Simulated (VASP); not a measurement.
A run of VASP 6.6.1:

Contents of INCAR:

```
ALGO = Normal
EDIFF = 1E-6
ENCUT = 520
GGA = PE
ISIF = 2
ISMEAR = 1
LASPH = True
LCHARG = False
LREAL = False
LWAVE = False
NBANDS = 17
NELM = 100
PREC = Accurate
SIGMA = 0.1
```

File KPOINTS:

```
k-points
0
Gamma
  15 15 8
```

File POSCAR:

```
Hf
1.0
    3.2201053124      0.0000000000      0.0000000000
   -1.6100526562      2.7886930034      0.0000000000
    0.0000000000      0.0000000000      5.0948321238
Hf
2
Direct
    0.3333333333      0.6666666667      0.2500000000
    0.6666666667      0.3333333333      0.7500000000
```

Potentials or basis: VASP PAW PBE potentials, release 64 (Hf_pv).

Run with:

```bash
$ cat potpaw_PBE.64/Hf_pv/POTCAR > POTCAR
$ mpirun -np 1 vasp_std > vasp.out
```

Hardware: 1 thread of Intel(R) Xeon(R) 6975P-C (Granite Rapids), on a shared host.

**Question.** Estimate the wall time of this run.

**Answer.** Run time: 32 s on 1 thread of Intel(R) Xeon(R) 6975P-C (Granite Rapids) (shared host), peak memory 0.21 GiB. Counts: scf iterations 12, k points 135.
